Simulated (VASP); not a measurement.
# HfB (Fm-3m) in VASP: notebook

The runs below take HfB through single point, with revPBE+D3(BJ), PBE+D3(BJ), PBE.

All numbers are computed with VASP 6.6.1; they aren't measurements. Logs are shortened: lines on timing, memory, paths and dates and some standing lists are left out, and cuts for length are marked.

## (1) The cell of the first run

The structure is cubic, space group Fm-3m (No. 225). The conventional cell has a = 4.787 Å, b = 4.787 Å, c = 4.787 Å, α = 90.00°, β = 90.00°, γ = 90.00°. Within 3.2 Å of Hf (site symmetry m-3m) lie 6 B at 2.39 Å. Within 3.2 Å of B (site symmetry m-3m) lie 6 Hf at 2.39 Å.

## (2) Single point, revPBE+D3(BJ)

Input file INCAR:

```
SYSTEM = HfB
PREC = Accurate
ENCUT = 520
EDIFF = 1E-6
ISMEAR = 1
SIGMA = 0.1
LREAL = .False.
LASPH = .True.
NELM = 80
ALGO = Normal
ISIF = 2
LWAVE = .False.
LCHARG = .True.
GGA = RE
IVDW = 12
LELF = .True.
LVHAR = .True.
NBANDS = 14
```

Input file KPOINTS:

```
Automatic mesh
0
Gamma
  5 5 5
  0 0 0
```

Input file POSCAR:

```
HfB
1.0
    0.0000000000      2.3935600824      2.3935600824
    2.3935600824      0.0000000000      2.3935600824
    2.3935600824      2.3935600824      0.0000000000
Hf B
1 1
Direct
    0.5000000000      0.5000000000      0.5000000000
    0.0000000000      0.0000000000      0.0000000000
```

Potentials or basis: VASP PAW PBE potentials, release 64 (Hf_pv, B).

The run is started by

```bash
$ cat potpaw_PBE.64/Hf_pv/POTCAR potpaw_PBE.64/B/POTCAR > POTCAR
$ mpirun -np 1 vasp_std > vasp.out
```

OUTCAR:

```text
SYSTEM = HfB
   PREC = Accurate
   ENCUT = 520
   EDIFF = 1E-6
   ISMEAR = 1
   LREAL = .False.
   LASPH = .True.
   NELM = 80
   ISIF = 2
   GGA = RE
   IVDW = 12
 IVDW          = 12

 ion  position               nearest neighbor table
   1  0.500  0.500  0.500-   2 2.39   2 2.39   2 2.39   2 2.39   2 2.39   2 2.39
   2  0.000  0.000  0.000-   1 2.39   1 2.39   1 2.39   1 2.39   1 2.39   1 2.39

  LATTYP: Found a face centered cubic cell.
 ALAT       =     4.7871201648

  Lattice vectors:

 A1 = (   0.0000000000,   2.3935600824,   2.3935600824)
 A2 = (   2.3935600824,   0.0000000000,   2.3935600824)
 A3 = (   2.3935600824,   2.3935600824,   0.0000000000)

Analysis of symmetry for initial positions (statically):
=====================================================================
 Subroutine PRICEL returns:
 Original cell was already a primitive cell.

 Routine SETGRP: Setting up the symmetry group for a
 face centered cubic supercell.

 Subroutine GETGRP returns: Found 48 space group operations
 (whereof 48 operations were pure point group operations)
 out of a pool of 48 trial point group operations.

The static configuration has the point symmetry O_h .

Analysis of symmetry for dynamics (positions and initial velocities):
=====================================================================
 Subroutine PRICEL returns:
 Original cell was already a primitive cell.

 Routine SETGRP: Setting up the symmetry group for a
 face centered cubic supercell.

 Subroutine GETGRP returns: Found 48 space group operations
 (whereof 48 operations were pure point group operations)
 out of a pool of 48 trial point group operations.

The dynamic configuration has the point symmetry O_h .

 Subroutine INISYM returns: Found 48 space group operations
 (whereof 48 operations are pure point group operations),
 and found     1 'primitive' translations

----------------------------------------------------------------------------------------

                                     Primitive cell

  volume of cell :      27.4260

  direct lattice vectors                    reciprocal lattice vectors
     0.000000000  2.393560082  2.393560082    -0.208893858  0.208893858  0.208893858
     2.393560082  0.000000000  2.393560082     0.208893858 -0.208893858  0.208893858
     2.393560082  2.393560082  0.000000000     0.208893858  0.208893858 -0.208893858

  length of vectors
     3.385005131  3.385005131  3.385005131     0.361814775  0.361814775  0.361814775

  position of ions in fractional coordinates (direct lattice)
     0.500000000  0.500000000  0.500000000
     0.000000000  0.000000000  0.000000000

  ion indices of the primitive-cell ions
   primitive index   ion index
                 1           1
                 2           2

----------------------------------------------------------------------------------------

 KPOINTS: Automatic mesh

Automatic generation of k-mesh.
 Grid dimensions read from file:
 generate k-points for:    5    5    5

 Generating k-lattice:

  Cartesian coordinates                     Fractional coordinates (reciprocal lattice)
    -0.041778772  0.041778772  0.041778772     0.200000000  0.000000000  0.000000000
     0.041778772 -0.041778772  0.041778772     0.000000000  0.200000000  0.000000000
     0.041778772  0.041778772 -0.041778772     0.000000000  0.000000000  0.200000000

  Length of vectors
     0.072362955  0.072362955  0.072362955

  Shift w.r.t. Gamma in fractional coordinates (k-lattice)
     0.000000000  0.000000000  0.000000000

 Subroutine IBZKPT returns following result:
 ===========================================

 Found     10 irreducible k-points:

 Following reciprocal coordinates:
            Coordinates               Weight
  0.000000  0.000000  0.000000      1.000000
  0.200000  0.000000  0.000000      8.000000
  0.400000  0.000000  0.000000      8.000000
  0.200000  0.200000  0.000000      6.000000
  0.400000  0.200000  0.000000     24.000000
 -0.400000  0.200000  0.000000     24.000000
 -0.200000  0.200000  0.000000     12.000000
  0.400000  0.400000  0.000000      6.000000
 -0.400000  0.400000  0.000000     12.000000
 -0.400000  0.400000  0.200000     24.000000
   k-points           NKPTS =     10   k-points in BZ     NKDIM =     10   number of bands    NBANDS=     14
   number of dos      NEDOS =    301   number of ions     NIONS =      2
   total plane-waves  NPLWV =  21952
   dimension x,y,z NGX =    28 NGY =   28 NGZ =   28
   dimension x,y,z NGXF=    56 NGYF=   56 NGZF=   56
   ions per type =               1   1
   NGX,Y,Z   is equivalent  to a cutoff of  13.75, 13.75, 13.75 a.u.
   NGXF,Y,Z  is equivalent  to a cutoff of  27.50, 27.50, 27.50 a.u.
 SYSTEM =  HfB
   PREC   = accura    normal or accurate (medium, high low for compatibility)
   ISTART =      0    job   : 0-new  1-cont  2-samecut
   ICHARG =      2    charge: 1-file 2-atom 10-const
   ISPIN  =      1    spin polarized calculation?
   LNONCOLLINEAR =      F non collinear calculations
   LSORBIT =      F    spin-orbit coupling
   LASPH  =      T    aspherical Exc in radial PAW
   ENCUT  =  520.0 eV  38.22 Ry    6.18 a.u.   6.29  6.29  6.29*2*pi/ulx,y,z
   NELM   =     80;   NELMIN=  2; NELMDL= -5     # of ELM steps
   EDIFF  = 0.1E-05   stopping-criterion for ELM
   LREAL  =      F    real-space projection
   EDIFFG = 0.1E-04   stopping-criterion for IOM
   NSW    =      0    number of steps for IOM
   IBRION =     -1    ionic relax: 0-MD 1-quasi-New 2-CG
   NFREE  =      0    steps in history (QN), initial steepest desc. (CG)
   ISIF   =      2    stress and relaxation
   ISYM   =      2    0-nonsym 1-usesym 2-fastsym
   POTIM  = 0.5000    time-step for ionic-motion
   TEBEG  =    0.0;   TEEND  =   0.0 temperature during run
   PSTRESS=    0.0 pullay stress
   NELECT =      13.0000    total number of electrons
   NUPDOWN=      -1.0000    fix difference up-down
   EMIN   =  10.00;   EMAX   =-10.00  energy-range for DOS
   EFERMI =   0.00;   METHOD = LEGACY
   ISMEAR =     1;   SIGMA  =   0.10  broadening in eV -4-tet -1-fermi 0-gaus
   EFERMI_NEDOS =   21; number of points for ismear=-14 and -15
   IALGO  =     38    algorithm
   IMIX   =      4    mixing-type and parameters
     AMIX     =   0.40;   BMIX     =  1.00
     AMIX_MAG =   1.60;   BMIX_MAG =  1.00
  volume/ion in A,a.u.               =      13.71        92.54
  Fermi-wavevector in a.u.,A,eV,Ry     =   1.276444  2.412129 22.168083  1.629308
  Thomas-Fermi vector in A             =   2.409099
   LORBIT       =      0    0 simple, 1 ext, 2 COOP (PROOUT), +10 PAW based schemes
   GGA     = RE    functional components
   LHFCALC =     F    Hartree Fock is set to
   AEXX    =    0.0000 exact exchange contribution
   IVDW    =    12    specifies the selected vdW correction
   LEPSILON=     F    determine dielectric tensor
   LRPA    =     F    only Hartree local field effects (RPA)
 non-spin polarized calculation
 Methfessel and Paxton  Order N= 1 SIGMA  =   0.10
  energy-cutoff  :      520.00
  volume of cell :       27.43
 maximum number of plane-waves:       750
 NGX is ok and might be reduce to    28
   NGX = 13   NGY = 13   NGZ = 13

 number of electron      12.9999999 magnetization

 Free energy of the ion-electron system (eV)
  ---------------------------------------------------
  ext. energy  EPLUGINS =         0.00000000
  ---------------------------------------------------
  free energy    TOTEN  =       -16.88315565 eV

  energy without entropy =      -16.87782898  energy(sigma->0) =      -16.88138009

 E-fermi :   4.7451     XC(G=0): -11.7687

 val. band max:        4.2987532963   @ k =   0.2000   0.0000   0.0000
 cond. band min:       4.7524757648   @ k =   0.4000   0.2000   0.0000
 fundamental gap:      0.4537224685
 Fermi energy:         4.7450687205

 k-point     1 :       0.0000    0.0000    0.0000
  band No.  band energies     occupation
      1     -24.3690      2.00000
      2     -24.3690      2.00000
      3     -24.3690      2.00000
      4      -4.7096      2.00000
      5       6.6332     -0.00000
      6       6.6332     -0.00000
      7       6.6332     -0.00000
      8       8.2039      0.00000
      9       8.2039      0.00000
     10       8.2039      0.00000
     11       8.3582      0.00000
     12       8.3582      0.00000
     13      15.7721      0.00000
     14      15.9606      0.00000

 k-point     2 :       0.2000    0.0000    0.0000
  band No.  band energies     occupation
      1     -24.5433      2.00000
      2     -24.3879      2.00000
      3     -24.3879      2.00000
      4      -3.7441      2.00000
      5       4.2988      2.00000
      6       5.0841     -0.00002
      7       5.0841     -0.00002
      8       7.7850      0.00000
      9       7.7850      0.00000
     10       9.0230      0.00000
     11      12.3189      0.00000
     12      12.3189      0.00000
     13      16.8907      0.00000
     14      17.9402      0.00000

 k-point     3 :       0.4000    0.0000    0.0000
  band No.  band energies     occupation
      1     -24.8126      2.00000
      2     -24.4182      2.00000
      3     -24.4182      2.00000
      4      -1.4029      2.00000
      5       1.3595      2.00000
      6       3.5502      2.00000
      7       3.5502      2.00000
      8       9.8514      0.00000
      9       9.8514      0.00000
     10      10.3160      0.00000
     11      13.8842      0.00000
     12      16.4088      0.00000
     13      16.4088      0.00000
     14      18.7899      0.00000

 k-point     4 :       0.2000    0.2000    0.0000
  band No.  band energies     occupation
      1     -24.5301      2.00000
      2     -24.4297      2.00000
      3     -24.4297      2.00000
      4      -3.4886      2.00000
      5       3.5776      2.00000
      6       5.3270     -0.00000
      7       5.9429     -0.00000
      8       5.9429     -0.00000
      9       8.8854      0.00000
     10      10.4925      0.00000
     11      10.4925      0.00000
     12      13.1574      0.00000
     13      18.0394      0.00000
     14      18.7005      0.00000

 k-point     5 :       0.4000    0.2000    0.0000
  band No.  band energies     occupation
      1     -24.7272      2.00000
      2     -24.4848      2.00000
      3     -24.4672      2.00000
      4      -1.8895      2.00000
      5       2.0673      2.00000
      6       3.6975      2.00000
      7       4.7525      0.87501
      8       7.2602      0.00000
      9      10.3623      0.00000
     10      11.2255      0.00000
     11      12.8590      0.00000
     12      15.2855      0.00000
     13      17.1055      0.00000
     14      18.3939      0.00000

 k-point     6 :      -0.4000    0.2000    0.0000
  band No.  band energies     occupation
      1     -24.7910      2.00000
      2     -24.5482      2.00000
      3     -24.4489      2.00000
      4      -0.4779      2.00000
      5       0.8122      2.00000
      6       3.3338      2.00000
      7       3.7782      2.00000
      8       9.5112      0.00000
      9       9.9933      0.00000
     10      10.8241      0.00000
     11      14.4469      0.00000
     12      15.2437      0.00000
     13      16.1673      0.00000
     14      19.0541      0.00000

 k-point     7 :      -0.2000    0.2000    0.0000
  band No.  band energies     occupation
      1     -24.6673      2.00000
      2     -24.5023      2.00000
      3     -24.3999      2.00000
      4      -2.3630      2.00000
      5       2.6844      2.00000
      6       3.8547      2.00000
      7       3.9911      2.00000
      8       8.0873      0.00000
      9      10.1880      0.00000
     10      10.5390      0.00000
     11      11.8391      0.00000
     12      15.9458      0.00000
     13      16.3439      0.00000
     14      19.0621      0.00000

 k-point     8 :       0.4000    0.4000    0.0000
  band No.  band energies     occupation
      1     -24.7739      2.00000
      2     -24.5273      2.00000
      3     -24.5273      2.00000
      4      -1.9749      2.00000
      5       2.7887      2.00000
      6       3.9002      2.00000
      7       6.3589     -0.00000
      8       6.3589     -0.00000
      9       9.9031      0.00000
     10      11.7451      0.00000
     11      11.7451      0.00000
     12      14.0219      0.00000
     13      16.0831      0.00000
     14      19.1150      0.00000

 k-point     9 :      -0.4000    0.4000    0.0000
  band No.  band energies     occupation
      1     -24.7638      2.00000
      2     -24.6176      2.00000
      3     -24.5161      2.00000
      4      -1.4372      2.00000
      5       2.9167      2.00000
      6       3.2255      2.00000
      7       5.1674     -0.00000
      8       6.9265      0.00000
      9      10.9926      0.00000
     10      11.6894      0.00000
     11      12.4815      0.00000
     12      13.2272      0.00000
     13      17.3179      0.00000
     14      18.8099      0.00000

 k-point    10 :      -0.4000    0.4000    0.2000
  band No.  band energies     occupation
      1     -24.7303      2.00000
      2     -24.6185      2.00000
      3     -24.5089      2.00000
      4      -1.0838      2.00000
      5       2.1853      2.00000
      6       3.2820      2.00000
      7       4.0591      2.00000
      8       8.5952      0.00000
      9      10.1561      0.00000
     10      11.6838      0.00000
     11      12.0134      0.00000
     12      15.0182      0.00000
     13      17.7654      0.00000
     14      18.9944      0.00000

------------------------ aborting loop because EDIFF is reached ----------------------------------------

 Edisp (eV)   -1.31420

 E8    (eV) :    -0.9529

  FORCE on cell =-STRESS in cart. coord.  units (eV):
  Direction    XX          YY          ZZ          XY          YZ          ZX
  --------------------------------------------------------------------------------------
  -------------------------------------------------------------------------------------
  Total       0.02385     0.02385     0.02385    -0.00000    -0.00000     0.00000
  in kB       1.39333     1.39333     1.39333    -0.00000    -0.00000     0.00000
  external pressure =        1.39 kB  Pullay stress =        0.00 kB

 VOLUME and BASIS-vectors are now :
 -----------------------------------------------------------------------------
  energy-cutoff  :      520.00
  volume of cell :       27.43
      direct lattice vectors                 reciprocal lattice vectors
     0.000000000  2.393560082  2.393560082    -0.208893858  0.208893858  0.208893858
     2.393560082  0.000000000  2.393560082     0.208893858 -0.208893858  0.208893858
     2.393560082  2.393560082  0.000000000     0.208893858  0.208893858 -0.208893858

 POSITION                                       TOTAL-FORCE (eV/Angst)
 -----------------------------------------------------------------------------------
      2.39356      2.39356      2.39356         0.000000      0.000000      0.000000
      0.00000      0.00000      0.00000        -0.000000     -0.000000     -0.000000
 -----------------------------------------------------------------------------------
    total drift:                                0.000000      0.000000      0.000000

  FREE ENERGIE OF THE ION-ELECTRON SYSTEM (eV)
  ---------------------------------------------------
  free  energy   TOTEN  =       -18.1973604160 eV

  energy  without entropy=      -18.1920337479  energy(sigma->0) =      -18.19558486
```

It took 5.1 s on 1 thread of Intel Xeon 6975P-C, shared host; peak memory 0.17 GiB.

What came out:

```yaml
Free_energy: -18.1974 eV
Pressure: 0.1 GPa
Dispersion_energy_per_atom: -0.657 eV
```

Caveat: the k points lie up to 0.45 Å⁻¹ apart; the PAW data sets were made with another functional, which shifts forces and pressure a little; spin-orbit coupling is left out, which moves the levels of the heavy elements; pairwise dispersion overbinds metals, which lowers pressure and volume.

## (3) Single point, PBE+D3(BJ)

This run uses another cell than the first one, of 13.81 Å³/atom, 1.007 times its volume.

Input file INCAR:

```
  PREC = Accurate
  ENCUT = 520
  EDIFF = 1E-6
  ISMEAR = 1
  SIGMA = 0.1
  LREAL = False
  LASPH = True
  NELM = 100
  ALGO = Normal
  ISIF = 2
  LWAVE = False
  LCHARG = False
  GGA = PE
  IVDW = 12
  NBANDS = 14
```

Input file KPOINTS:

```
regular mesh
0
Gamma
  5 5 5
```

Input file POSCAR:

```
HfB
1.0
    0.0000000000      2.3991142199      2.3991142199
    2.3991142199      0.0000000000      2.3991142199
    2.3991142199      2.3991142199      0.0000000000
Hf B
1 1
Direct
    0.5000000000      0.5000000000      0.5000000000
    0.0000000000      0.0000000000      0.0000000000
```

Potentials or basis: VASP PAW PBE potentials, release 64 (Hf_pv, B).

The run is started by

```bash
$ cat potpaw_PBE.64/Hf_pv/POTCAR potpaw_PBE.64/B/POTCAR > POTCAR
$ mpirun -np 1 vasp_std > vasp.out
```

Wall time 4.7 s (1 thread of Intel Xeon 6975P-C, shared host); peak memory 0.16 GiB.

Results (log left out):

```yaml
Free_energy: -18.1895 eV
Pressure: 0.2 GPa
Dispersion_energy_per_atom: -0.355 eV
```

Levels at points of the mesh, in eV from the Fermi level:
```csv
k point,band 2,band 3,band 4,band 5,band 6,band 7,band 8,band 9,band 10,band 11
"(0.00, 0.00, 0.00)",-29.12,-29.12,-9.40,1.87,1.87,1.87,3.44,3.44,3.44,3.59
```

Caveat: the k points lie up to 0.45 Å⁻¹ apart; spin-orbit coupling is left out, which moves the levels of the heavy elements; pairwise dispersion overbinds metals, which lowers pressure and volume.

## (4) Single point, PBE

This run uses another cell than the first one, of 14.15 Å³/atom, 1.032 times its volume.

Input file INCAR:

```
SYSTEM = HfB
  PREC = Accurate
  ENCUT = 520
  EDIFF = 1E-7
  ISMEAR = 1
  SIGMA = 0.1
  LREAL = .False.
  LASPH = .True.
  NELM = 80
  ALGO = Normal
  ISIF = 2
  LWAVE = .False.
  LCHARG = .False.
  GGA = PE
  NBANDS = 14
```

Input file KPOINTS:

```
Automatic mesh
0
Gamma
  5 5 5
  0 0 0
```

Input file POSCAR:

```
HfB
1.0
    0.0000000000      2.4186231804      2.4186231804
    2.4186231804      0.0000000000      2.4186231804
    2.4186231804      2.4186231804      0.0000000000
Hf B
1 1
Direct
    0.5000000000      0.5000000000      0.5000000000
    0.0000000000      0.0000000000      0.0000000000
```

The run is started by

```bash
$ cat potpaw_PBE.64/Hf_pv/POTCAR potpaw_PBE.64/B/POTCAR > POTCAR
$ mpirun -np 1 vasp_std > vasp.out
```

It took 5.3 s on 1 thread of Intel Xeon 6975P-C, shared host; peak memory 0.15 GiB.

Results (log left out):

```yaml
Free_energy: -17.4886 eV
Pressure: 0.1 GPa
```

Levels at points of the mesh, in eV from the Fermi level:
```
           k point  band 4  band 5  band 6  band 7  band 8  band 9
(0.00, 0.00, 0.00)   -9.31    1.84    1.84    1.84    3.37    3.37
```

Caveat: the k points lie up to 0.45 Å⁻¹ apart; spin-orbit coupling is left out, which moves the levels of the heavy elements.

## (5) Overview

| level | cell | gap on the mesh (eV) | pressure (GPa) |
| --- | --- | --- | --- |
| revPBE+D3(BJ) | a = 3.385 Å, angles 60.0°, 2 atoms | none | 0.1 |
| PBE+D3(BJ) | a = 3.393 Å, angles 60.0°, 2 atoms | none | 0.2 |
| PBE | a = 3.420 Å, angles 60.0°, 2 atoms | none | 0.1 |

Alike in all rows: task single point; potentials or basis VASP PAW PBE potentials, release 64 (Hf_pv, B); no spin polarisation; k mesh 5 × 5 × 5; cutoff (eV) 520; smearing methfessel-paxton 0.1 eV.

Caveats: all runs use coarse meshes; spin-orbit coupling is left out, which moves the levels of the heavy elements; pairwise dispersion overbinds metals, which lowers pressure and volume (some runs); the PAW data sets were made with another functional, which shifts forces and pressure a little (some runs).

Total energies depend on the potentials used, so only differences within one code and one set of settings carry meaning.
